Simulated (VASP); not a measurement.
Input of a VASP 6.6.1 run:

Contents of INCAR:

```
PREC = Accurate
ENCUT = 400
EDIFF = 1E-6
ISMEAR = -1
SIGMA = 0.05
LREAL = Auto
LASPH = T
NELM = 120
ALGO = Normal
ISIF = 2
LWAVE = F
LCHARG = F
GGA = PS
NELECT = 582.0
ISYM = -1
NBANDS = 330
GGA_COMPAT = F
```

The input KPOINTS:

```
explicit points
1
Reciprocal
  0.25000000   0.25000000   0.25000000 1
```

Contents of POSCAR:

```
Ag32Cl33
1.0
   10.8954980000      0.0000000000      0.0000000000
    0.0000000000     10.8954980000      0.0000000000
    0.0000000000      0.0000000000     10.8954980000
Cl Ag
33 32
Direct
    0.2467420000      0.0172670000      0.0296550000
    0.2654920000      0.9831640000      0.4982180000
    0.2472980000      0.4921870000      0.0110280000
    0.2553190000      0.4425270000      0.5792650000
    0.7721360000      0.9943600000      0.0029880000
    0.7943370000      0.0190680000      0.4966390000
    0.7584220000      0.4892370000      0.9985080000
    0.7058820000      0.5162940000      0.5020760000
    0.0011930000      0.2515910000      0.9730760000
    0.9898460000      0.2768770000      0.5034820000
    0.9880050000      0.7348500000      0.9564230000
    0.9787680000      0.7386840000      0.4408920000
    0.5030990000      0.2412770000      0.9985560000
    0.5113120000      0.2584210000      0.5024900000
    0.4795550000      0.7490350000      0.0136520000
    0.5500430000      0.8175940000      0.5206520000
    0.0217680000      0.0301790000      0.2584310000
    0.0079550000      0.9802060000      0.7431250000
    0.9825700000      0.4891400000      0.2409150000
    0.9775890000      0.5203640000      0.7119500000
    0.5131540000      0.0116520000      0.2520570000
    0.5037880000      0.9844430000      0.7842070000
    0.5154350000      0.4919060000      0.2295330000
    0.5104050000      0.4791410000      0.7770030000
    0.2537250000      0.2784190000      0.2702580000
    0.2561470000      0.1931040000      0.7587100000
    0.1779430000      0.7510690000      0.1979320000
    0.2659450000      0.7216550000      0.7524560000
    0.7503460000      0.2430250000      0.2452980000
    0.7498510000      0.2284770000      0.7500380000
    0.7271040000      0.7511540000      0.2415540000
    0.7294840000      0.7409540000      0.7728550000
    0.3449810000      0.6601360000      0.4086500000
    0.0113600000      0.9901080000      0.9982910000
    0.0332070000      0.0292770000      0.5026670000
    0.9973520000      0.4976830000      0.9824030000
    0.0611200000      0.5114460000      0.4703030000
    0.5127930000      0.9947660000      0.0170240000
    0.5392600000      0.0394190000      0.5305300000
    0.5048220000      0.4946880000      0.0042280000
    0.4758850000      0.5262760000      0.5445950000
    0.2530530000      0.2523410000      0.0161280000
    0.2498170000      0.2172690000      0.5060420000
    0.2336970000      0.7563270000      0.9778450000
    0.1785670000      0.7561560000      0.5448600000
    0.7515050000      0.2410710000      0.9991210000
    0.7541540000      0.2737580000      0.4963050000
    0.7333950000      0.7402590000      0.0068160000
    0.7682160000      0.7628380000      0.5158520000
    0.2798700000      0.9517320000      0.2630650000
    0.2545150000      0.9572660000      0.7881470000
    0.2342700000      0.5141580000      0.2644700000
    0.1823430000      0.4244450000      0.8006020000
    0.7695450000      0.9987410000      0.2542370000
    0.7494900000      0.9836770000      0.7391460000
    0.7490300000      0.4953980000      0.2612720000
    0.7504400000      0.4758900000      0.7460830000
    0.0053190000      0.2581440000      0.2299120000
    0.0039690000      0.2368880000      0.7353010000
    0.9487020000      0.8067190000      0.1873400000
    0.9682340000      0.7536080000      0.7061430000
    0.4979020000      0.2535650000      0.2492650000
    0.4987570000      0.2290560000      0.7502960000
    0.4799750000      0.7648050000      0.2547020000
    0.4967670000      0.7268490000      0.7368180000
```

Potentials or basis: VASP PAW PBE potentials, release 64 (Cl, Ag).

Run with:

```console
$ cat potpaw_PBE.64/Cl/POTCAR potpaw_PBE.64/Ag/POTCAR > POTCAR
$ mpirun -np 1 vasp_std > vasp.out
```

Task: What does it give for the largest force?

Result: 0.067 eV/Å.

Forces in eV/Å, atoms in the order of the input:
```
Cl  -0.002  0.008 -0.006
Cl  -0.001  0.018 -0.011
Cl  -0.002 -0.026 -0.009
Cl  -0.031 -0.050  0.016
Cl   0.003  0.020  0.002
Cl   0.004  0.003  0.000
Cl  -0.005 -0.018 -0.016
Cl   0.016  0.011  0.037
Cl  -0.003 -0.009 -0.016
Cl  -0.001 -0.019  0.023
Cl  -0.018  0.018 -0.008
Cl  -0.012  0.008  0.011
Cl   0.003 -0.026  0.013
Cl   0.007 -0.011  0.007
Cl   0.009  0.002  0.015
Cl   0.011  0.007  0.010
Cl   0.003  0.011 -0.019
Cl  -0.005  0.004  0.006
Cl   0.006 -0.020 -0.010
Cl  -0.002  0.003  0.005
Cl  -0.003  0.014 -0.016
Cl   0.005  0.010  0.004
Cl   0.023 -0.060  0.020
Cl   0.015 -0.023 -0.019
Cl   0.013 -0.009 -0.015
Cl  -0.004 -0.012  0.001
Cl  -0.028  0.008 -0.003
Cl  -0.002  0.021 -0.004
Cl  -0.006 -0.008 -0.009
Cl   0.006 -0.011  0.015
Cl   0.006  0.000  0.003
Cl   0.000  0.018 -0.008
Cl  -0.004  0.004  0.011
Ag   0.008 -0.012  0.007
Ag   0.019  0.005  0.001
Ag   0.021 -0.007  0.002
Ag   0.009  0.022 -0.008
Ag  -0.003 -0.004 -0.001
Ag  -0.010 -0.010  0.022
Ag  -0.018  0.046 -0.017
Ag   0.021  0.011 -0.031
Ag   0.003  0.016  0.001
Ag  -0.014  0.014  0.006
Ag   0.017  0.003 -0.003
Ag  -0.011 -0.002 -0.009
Ag  -0.002  0.009 -0.003
Ag  -0.018  0.010 -0.007
Ag   0.010 -0.004  0.010
Ag   0.000 -0.017 -0.006
Ag  -0.009 -0.011  0.016
Ag   0.003 -0.011 -0.003
Ag   0.004  0.009  0.011
Ag   0.008  0.019  0.008
Ag   0.000 -0.011 -0.001
Ag  -0.007 -0.009 -0.013
Ag  -0.017  0.020 -0.011
Ag  -0.018  0.003  0.009
Ag   0.009  0.000  0.021
Ag   0.000  0.008 -0.008
Ag  -0.004 -0.008  0.003
Ag   0.009 -0.005 -0.002
Ag  -0.003  0.026  0.018
Ag  -0.008  0.013 -0.022
Ag  -0.009 -0.006  0.004
Ag   0.009 -0.002 -0.021
```

Caveat: the cell carries a net charge on a neutralising background, which shifts energy and pressure; the PAW data sets were made with another functional, which shifts forces and pressure a little.
